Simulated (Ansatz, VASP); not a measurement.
One calculation of LaIn, two programs

Contents of INCAR:

```
SYSTEM = LaIn
PREC = Accurate
ENCUT = 520
EDIFF = 1E-7
ISMEAR = -1
SIGMA = 0.05
LREAL = .False.
LASPH = .True.
NELM = 60
ALGO = Normal
ISIF = 2
LWAVE = .False.
LCHARG = .False.
GGA = CA
NBANDS = 19
```

Contents of KPOINTS:

```
Automatic mesh
0
Gamma
  9 9 9
  0 0 0
```

Contents of POSCAR:

```
LaIn
1.0
    3.6706401529      0.0000000000      0.0000000000
    0.0000000000      3.6706401529      0.0000000000
    0.0000000000      0.0000000000      3.6706401529
La In
1 1
Direct
    0.5000000000      0.5000000000      0.5000000000
    0.0000000000      0.0000000000      0.0000000000
```

Input for Ansatz:

```yaml
crystal:
  lattice:
    - [3.6706401529, 0.0, 0.0]
    - [0.0, 3.6706401529, 0.0]
    - [0.0, 0.0, 3.6706401529]
  atoms:
    - { symbol: La, position: [0.5, 0.5, 0.5] }
    - { symbol: In, position: [0.0, 0.0, 0.0] }
kpoints:
  mp_grid: { grid: [9, 9, 9] }
  band_path:
    path:
      - [0.0, 0.0, 0.0]
      - [0.0, 0.5, 0.0]
      - [0.5, 0.5, 0.0]
      - [0.0, 0.0, 0.0]
      - [0.5, 0.5, 0.5]
      - [0.0, 0.5, 0.0]
      - [0.5, 0.5, 0.5]
      - [0.5, 0.5, 0.0]
    npoints: 6
scf:
  occupations: { method: fermi_dirac, width: 0.05 }
hamiltonian:
  xc: lda
  pseudopotentials: { kind: all_electron, lapw: { basis_error: 0.001 } }
output:
  forces: true
  stress: true
  eigenvalues: true
  populations: true
```

Change from the starting cell: volume scaled by 0.8, LAPW.

Alike in both runs: task single point; functional LDA; k mesh 9 × 9 × 9; occupations fermi-dirac, width 0.05 eV; no spin polarisation.

|  | VASP | Ansatz |
| --- | --- | --- |
| version | VASP 6.6.1 | Ansatz 0.2.0 |
| potentials or method | VASP PAW LDA potentials, release 64 (La, In_d), cutoff 520 eV | all-electron LAPW, scalar-relativistic |

|  | VASP | Ansatz | Ansatz less VASP |
| --- | --- | --- | --- |
| pressure (GPa) | 11.4 | 11.4 | -0.02 |

LDA's correlation is that of Perdew and Zunger in VASP and of Perdew and Wang (1992) in Ansatz. Ansatz ran all-electron here, and VASP with PAW potentials.

Neither program's run includes spin-orbit coupling.
